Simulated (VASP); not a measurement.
# Co (Im-3m) in VASP: notebook

Co is run at these levels: RPBE; tasks: single point.

All numbers are computed with VASP 6.6.1; they aren't measurements. Logs are shortened: lines on timing, memory, paths and dates and some standing lists are left out, and cuts for length are marked.

## Step 1: The cell of the first run

Symmetry: Im-3m, No. 229, cubic system. Conventional cell: a = 2.801 Å, b = 2.801 Å, c = 2.801 Å, α = 90.00°, β = 90.00°, γ = 90.00°. Co (site symmetry m-3m) has 14 Co at 2.43 to 2.80 Å within 3.2 Å.

This isn't the form of Co at room conditions, which is hcp.

## Step 2: Single point, RPBE, collinear spin, ferromagnetic start (10.99 Å³/atom)

INCAR

```
SYSTEM = Co
ALGO = Normal
EDIFF = 1E-6
ENCUT = 520
GGA = RP
ISIF = 2
ISMEAR = -1
ISPIN = 2
LASPH = .TRUE.
LCHARG = .FALSE.
LMAXMIX = 4
LORBIT = 11
LREAL = .FALSE.
LWAVE = .FALSE.
MAGMOM = 1.88
NBANDS = 14
NELM = 150
PREC = Accurate
SIGMA = 0.05
```

KPOINTS

```
k-points
0
G
  17 17 17
  0 0 0
```

POSCAR

```
Co
1.0
   -1.4007122325      1.4007122325      1.4007122325
    1.4007122325     -1.4007122325      1.4007122325
    1.4007122325      1.4007122325     -1.4007122325
Co
1
Direct
    0.0000000000      0.0000000000      0.0000000000
```

Potentials or basis: VASP PAW PBE potentials, release 64 (Co).

Run with:

```sh
$ cat potpaw_PBE.64/Co/POTCAR > POTCAR
$ mpirun -np 1 vasp_std > vasp.out
```

OUTCAR:

```text
SYSTEM = Co
   EDIFF = 1E-6
   ENCUT = 520
   GGA = RP
   ISIF = 2
   ISMEAR = -1
   ISPIN = 2
   LASPH = .TRUE.
   LORBIT = 11
   LREAL = .FALSE.
   NELM = 150
   PREC = Accurate

 ion  position               nearest neighbor table
   1  0.000  0.000  0.000-

  LATTYP: Found a body centered cubic cell.
 ALAT       =     2.8014244650

  Lattice vectors:

 A1 = (  -1.4007122325,   1.4007122325,   1.4007122325)
 A2 = (   1.4007122325,  -1.4007122325,   1.4007122325)
 A3 = (   1.4007122325,   1.4007122325,  -1.4007122325)

Analysis of symmetry for initial positions (statically):
=====================================================================
 Subroutine PRICEL returns:
 Original cell was already a primitive cell.

 Routine SETGRP: Setting up the symmetry group for a
 body centered cubic supercell.

 Subroutine GETGRP returns: Found 48 space group operations
 (whereof 48 operations were pure point group operations)
 out of a pool of 48 trial point group operations.

The static configuration has the point symmetry O_h .

Analysis of symmetry for dynamics (positions and initial velocities):
=====================================================================
 Subroutine PRICEL returns:
 Original cell was already a primitive cell.

 Routine SETGRP: Setting up the symmetry group for a
 body centered cubic supercell.

 Subroutine GETGRP returns: Found 48 space group operations
 (whereof 48 operations were pure point group operations)
 out of a pool of 48 trial point group operations.

The dynamic configuration has the point symmetry O_h .

Analysis of structural, dynamic, and magnetic symmetry:
=====================================================================
 Subroutine PRICEL returns:
 Original cell was already a primitive cell.

 Routine SETGRP: Setting up the symmetry group for a
 body centered cubic supercell.

 Subroutine GETGRP returns: Found 48 space group operations
 (whereof 48 operations were pure point group operations)
 out of a pool of 48 trial point group operations.

The overall configuration has the point symmetry O_h .

 Subroutine INISYM returns: Found 48 space group operations
 (whereof 48 operations are pure point group operations),
 and found     1 'primitive' translations

----------------------------------------------------------------------------------------

                                     Primitive cell

  volume of cell :      10.9928

  direct lattice vectors                    reciprocal lattice vectors
    -1.400712233  1.400712233  1.400712233     0.000000000  0.356961258  0.356961258
     1.400712233 -1.400712233  1.400712233     0.356961258  0.000000000  0.356961258
     1.400712233  1.400712233 -1.400712233     0.356961258  0.356961258  0.000000000

  length of vectors
     2.426104753  2.426104753  2.426104753     0.504819452  0.504819452  0.504819452

  position of ions in fractional coordinates (direct lattice)
     0.000000000  0.000000000  0.000000000

  ion indices of the primitive-cell ions
   primitive index   ion index
                 1           1

----------------------------------------------------------------------------------------

 KPOINTS: k-points

Automatic generation of k-mesh.
 Grid dimensions read from file:
 generate k-points for:   17   17   17

 Generating k-lattice:

  Cartesian coordinates                     Fractional coordinates (reciprocal lattice)
     0.000000000  0.020997721  0.020997721     0.058823529  0.000000000  0.000000000
     0.020997721  0.000000000  0.020997721     0.000000000  0.058823529  0.000000000
     0.020997721  0.020997721  0.000000000     0.000000000  0.000000000  0.058823529

  Length of vectors
     0.029695262  0.029695262  0.029695262

  Shift w.r.t. Gamma in fractional coordinates (k-lattice)
     0.000000000  0.000000000  0.000000000

 Subroutine IBZKPT returns following result:
 ===========================================

 Found    165 irreducible k-points:

 Following reciprocal coordinates:
            Coordinates               Weight
  0.000000  0.000000  0.000000      1.000000
  0.058824  0.000000  0.000000     12.000000
  0.117647  0.000000  0.000000     12.000000
  0.176471  0.000000  0.000000     12.000000
  0.235294  0.000000  0.000000     12.000000
  0.294118  0.000000  0.000000     12.000000
[... 16 lines left out ...]
  0.411765  0.117647  0.000000     48.000000
  0.176471  0.176471  0.000000     24.000000
 [... further k-points ...]
   k-points           NKPTS =    165   k-points in BZ     NKDIM =    165   number of bands    NBANDS=     14
   number of dos      NEDOS =    301   number of ions     NIONS =      1
   total plane-waves  NPLWV =   5832
   dimension x,y,z NGX =    18 NGY =   18 NGZ =   18
   dimension x,y,z NGXF=    36 NGYF=   36 NGZF=   36
   ions per type =               1
   NGX,Y,Z   is equivalent  to a cutoff of  12.33, 12.33, 12.33 a.u.
   NGXF,Y,Z  is equivalent  to a cutoff of  24.67, 24.67, 24.67 a.u.
 SYSTEM =  Co
   PREC   = accura    normal or accurate (medium, high low for compatibility)
   ISTART =      0    job   : 0-new  1-cont  2-samecut
   ICHARG =      2    charge: 1-file 2-atom 10-const
   ISPIN  =      2    spin polarized calculation?
   LNONCOLLINEAR =      F non collinear calculations
   LSORBIT =      F    spin-orbit coupling
   LASPH  =      T    aspherical Exc in radial PAW
   ENCUT  =  520.0 eV  38.22 Ry    6.18 a.u.   4.51  4.51  4.51*2*pi/ulx,y,z
   NELM   =    150;   NELMIN=  2; NELMDL= -5     # of ELM steps
   EDIFF  = 0.1E-05   stopping-criterion for ELM
   LREAL  =      F    real-space projection
   EDIFFG = 0.1E-04   stopping-criterion for IOM
   NSW    =      0    number of steps for IOM
   IBRION =     -1    ionic relax: 0-MD 1-quasi-New 2-CG
   NFREE  =      0    steps in history (QN), initial steepest desc. (CG)
   ISIF   =      2    stress and relaxation
   ISYM   =      2    0-nonsym 1-usesym 2-fastsym
   POTIM  = 0.5000    time-step for ionic-motion
   TEBEG  =    0.0;   TEEND  =   0.0 temperature during run
   PSTRESS=    0.0 pullay stress
   NELECT =       9.0000    total number of electrons
   NUPDOWN=      -1.0000    fix difference up-down
   EMIN   =  10.00;   EMAX   =-10.00  energy-range for DOS
   EFERMI =   0.00;   METHOD = LEGACY
   ISMEAR =    -1;   SIGMA  =   0.05  broadening in eV -4-tet -1-fermi 0-gaus
   EFERMI_NEDOS =   21; number of points for ismear=-14 and -15
   IALGO  =     38    algorithm
   IMIX   =      4    mixing-type and parameters
     AMIX     =   0.40;   BMIX     =  1.00
     AMIX_MAG =   1.60;   BMIX_MAG =  1.00
  volume/ion in A,a.u.               =      10.99        74.18
  Fermi-wavevector in a.u.,A,eV,Ry     =   1.531511  2.894136 31.912812  2.345526
  Thomas-Fermi vector in A             =   2.638845
   LORBIT       =     11    0 simple, 1 ext, 2 COOP (PROOUT), +10 PAW based schemes
   GGA     = RP    functional components
   LHFCALC =     F    Hartree Fock is set to
   AEXX    =    0.0000 exact exchange contribution
   IVDW    =     0    specifies the selected vdW correction
   LEPSILON=     F    determine dielectric tensor
   LRPA    =     F    only Hartree local field effects (RPA)
 spin polarized calculation
  energy-cutoff  :      520.00
  volume of cell :       10.99
 maximum number of plane-waves:       321
 NGX is ok and might be reduce to    18
   NGX =  9   NGY =  9   NGZ =  9

 number of electron       8.9999999 magnetization       1.7459951

 Free energy of the ion-electron system (eV)
  ---------------------------------------------------
  ext. energy  EPLUGINS =         0.00000000
  ---------------------------------------------------
  free energy    TOTEN  =        -6.44100386 eV

  energy without entropy =       -6.42901059  energy(sigma->0) =       -6.43500722

 E-fermi :  10.5840     XC(G=0): -13.2191

 val. band max:       10.5831424784   @ k =  -0.4118  -0.4118   0.1176
 cond. band min:      10.5852957928   @ k =  -0.2941   0.2941   0.1176
 fundamental gap:      0.0021533144
 Fermi energy:        10.5840206622

 spin component 1

 k-point     1 :       0.0000    0.0000    0.0000
  band No.  band energies     occupation
      1       1.3887      1.00000
      2       7.4982      1.00000
      3       7.4982      1.00000
      4       7.4982      1.00000
      5       8.5508      1.00000
      6       8.5508      1.00000
      7      35.8228      0.00000
      8      35.8228      0.00000
      9      35.8228      0.00000
     10      40.9794      0.00000
     11      40.9794      0.00000
     12      42.9065      0.00000
     13      42.9065      0.00000
     14      42.9065      0.00000
[... 375 lines left out ...]
 k-point    24 :       0.1765    0.1765    0.0000
  band No.  band energies     occupation
      1       4.6238      1.00000
      2       6.8930      1.00000
      3       7.0502      1.00000
      4       8.3359      1.00000
      5       8.7526      1.00000
      6       9.4244      1.00000
      7      25.3889      0.00000
      8      26.3282      0.00000
      9      31.9094      0.00000
     10      36.3726      0.00000
     11      39.8741      0.00000
     12      43.3496      0.00000
     13      45.8706      0.00000
     14      47.4257      0.00000

 [... further k-points ...]

 spin component 2

 k-point     1 :       0.0000    0.0000    0.0000
  band No.  band energies     occupation
      1       1.3803      1.00000
      2       9.0682      1.00000
      3       9.0682      1.00000
      4       9.0682      1.00000
      5      10.9497      0.00067
      6      10.9498      0.00067
      7      35.4930      0.00000
      8      35.4930      0.00000
      9      35.4930      0.00000
     10      40.9935      0.00000
     11      40.9935      0.00000
     12      43.4603      0.00000
     13      43.4604      0.00000
     14      43.4604      0.00000
[... 375 lines left out ...]
 k-point    24 :       0.1765    0.1765    0.0000
  band No.  band energies     occupation
      1       4.7887      1.00000
      2       8.4034      1.00000
      3       8.4528      1.00000
      4      10.5154      0.79776
      5      10.9403      0.00080
      6      11.2458      0.00000
      7      25.7660      0.00000
      8      26.6789      0.00000
      9      32.2275      0.00000
     10      36.3052      0.00000
     11      40.0757      0.00000
     12      43.5333      0.00000
     13      46.6622      0.00000
     14      49.4086      0.00000

 [... further k-points ...]

------------------------ aborting loop because EDIFF is reached ----------------------------------------

  FORCE on cell =-STRESS in cart. coord.  units (eV):
  Direction    XX          YY          ZZ          XY          YZ          ZX
  --------------------------------------------------------------------------------------
  -------------------------------------------------------------------------------------
  Total        0.4907913      0.4907913      0.4907913     -0.0000000      0.0000000      0.0000000
  in kB       71.5320543     71.5320543     71.5320543     -0.0000000      0.0000000      0.0000000
  external PRESSURE =      71.5320543 kB  Pullay stress =       0.0000000 kB

 VOLUME and BASIS-vectors are now :
 -----------------------------------------------------------------------------
  energy-cutoff  :      520.00
  volume of cell :       10.99
      direct lattice vectors                 reciprocal lattice vectors
    -1.400712233  1.400712233  1.400712233     0.000000000  0.356961258  0.356961258
     1.400712233 -1.400712233  1.400712233     0.356961258  0.000000000  0.356961258
     1.400712233  1.400712233 -1.400712233     0.356961258  0.356961258  0.000000000

 POSITION                                       TOTAL-FORCE (eV/Angst)
 -----------------------------------------------------------------------------------
      0.00000      0.00000      0.00000         0.000000      0.000000      0.000000
 -----------------------------------------------------------------------------------
    total drift:                                0.000000      0.000000      0.000000

  FREE ENERGIE OF THE ION-ELECTRON SYSTEM (eV)
  ---------------------------------------------------
  free  energy   TOTEN  =        -6.4410038565 eV

  energy  without entropy=       -6.4290105935  energy(sigma->0) =       -6.43500722

 total charge

# of ion       s       p       d       tot
------------------------------------------
    1        0.486   0.524   7.233   8.243

 magnetization (x)

# of ion       s       p       d       tot
------------------------------------------
    1       -0.005  -0.051   1.826   1.770
```

It took 75 s on 1 thread of Intel Xeon 8259CL, shared host; peak memory 0.15 GiB.

What came out:

```
Free energy                                           : -6.4410 eV
Pressure                                              : 7.2 GPa
Net moment                                            : 1.75 μB per cell
Site moments                                          : Co +1.77 μB
Valence electrons inside the program's atomic spheres : Co 8.24
```

Caveat: the cell stands under pressure; the PAW data sets were made with another functional, which shifts forces and pressure a little.

## Step 3: Single point, RPBE, collinear spin, ferromagnetic start (11.45 Å³/atom)

This run uses another cell than the first one, of 11.45 Å³/atom.

INCAR

```
SYSTEM = Co
  PREC = Accurate
  ENCUT = 520
  EDIFF = 1E-6
  ISMEAR = -1
  SIGMA = 0.05
  LREAL = .FALSE.
  LASPH = .TRUE.
  NELM = 150
  ALGO = Normal
  ISIF = 2
  LWAVE = .FALSE.
  LCHARG = .TRUE.
  ISPIN = 2
  MAGMOM = 1.88
  LORBIT = 11
  LMAXMIX = 4
  GGA = RP
  LELF = .TRUE.
  LVHAR = .TRUE.
  NBANDS = 14
```

KPOINTS

```
Automatic mesh
0
G
  17 17 17
  0 0 0
```

POSCAR

```
Co
1.0
   -1.4199024560      1.4199024560      1.4199024560
    1.4199024560     -1.4199024560      1.4199024560
    1.4199024560      1.4199024560     -1.4199024560
Co
1
Direct
    0.0000000000      0.0000000000      0.0000000000
```

Potentials or basis: VASP PAW PBE potentials, release 64 (Co).

Run with:

```sh
$ cat potpaw_PBE.64/Co/POTCAR > POTCAR
$ mpirun -np 1 vasp_std > vasp.out
```

It took 78 s on 1 thread of Intel Xeon 8259CL, shared host; peak memory 0.16 GiB.

It converged, with:

- Free energy: -6.4491 eV
- Pressure: -1.1 GPa
- Net moment: 1.76 μB per cell
- Site moments: Co +1.79 μB
- Valence electrons inside the program's atomic spheres: Co 8.17

Levels at points of the mesh, in eV from the Fermi level:
Spin up:
```
           k point  band 3  band 4  band 5  band 6  band 7  band 8
(0.00, 0.00, 0.00)   -3.02   -3.02   -2.06   -2.06   24.83   24.83
```
Spin down:
```csv
k point,band 2,band 3,band 4,band 5,band 6,band 7
"(0.00, 0.00, 0.00)",-1.45,-1.45,-1.45,0.36,0.36,24.47
```

Caveat: the PAW data sets were made with another functional, which shifts forces and pressure a little.

(Continued in part 2 of 2.)
